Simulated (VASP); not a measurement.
# TiC: single point with PBE

The system is TiC.

```
CELL_PARAMETERS angstrom
3.09990 0.00000 0.00000
-1.54995 2.68459 0.00000
0.00000 0.00000 19.58119
ATOMIC_POSITIONS crystal
Ti 0.00000 0.00000 0.00000
Ti 0.33333 0.66667 0.12500
Ti 0.00000 0.00000 0.25000
Ti 0.66667 0.33333 0.37500
Ti 0.00000 0.00000 0.50000
Ti 0.33333 0.66667 0.62500
Ti 0.00000 0.00000 0.75000
Ti 0.66667 0.33333 0.87500
C 0.66667 0.33333 0.06226
C 0.66667 0.33333 0.18774
C 0.33333 0.66667 0.31226
C 0.33333 0.66667 0.43774
C 0.66667 0.33333 0.56226
C 0.66667 0.33333 0.68774
C 0.33333 0.66667 0.81226
C 0.33333 0.66667 0.93774
```

```
Program             : VASP 6.6.1
Task                : single point
Functional          : PBE
Potentials or basis : VASP PAW PBE potentials, release 64 (Ti_sv, C)
Cutoff              : 520 eV
k mesh              : 12 × 12 × 3
Occupations         : gaussian, width 0.1 eV
Spin                : no spin polarisation
```

```json
{
 "Pressure": "0.2 GPa",
 "Largest force": "0.010 eV/Å",
 "Band gap on the k mesh": "zero (bands 64 and 65 overlap by 0.89 eV)"
}
```

Forces on the atoms (eV/Å):
```
Ti   0.000  0.000  0.000
Ti   0.000  0.000  0.000
Ti   0.000  0.000  0.000
Ti   0.000  0.000  0.000
Ti   0.000  0.000  0.000
Ti   0.000  0.000  0.000
Ti   0.000  0.000  0.000
Ti   0.000  0.000  0.000
C    0.000  0.000  0.010
C    0.000  0.000 -0.010
C    0.000  0.000  0.010
C    0.000  0.000 -0.010
C    0.000  0.000  0.010
C    0.000  0.000 -0.010
C    0.000  0.000  0.010
C    0.000  0.000 -0.010
```

Stress tensor (GPa, compression positive):
```
0.29 0.00 0.00
0.00 0.29 0.00
0.00 0.00 0.15
```

Levels at points of the mesh, in eV from the Fermi level:
```tsv
k point	band 62	band 63	band 64	band 65	band 66	band 67
(0.00, 0.00, 0.00)	-0.32	-0.32	0.65	0.69	0.69	0.99
(0.50, 0.00, 0.00)	-1.23	-1.23	-0.69	0.66	0.81	0.81
```

It took 13 min on 1 thread of Intel Xeon 8259CL, on a shared host, peak memory 0.46 GiB.
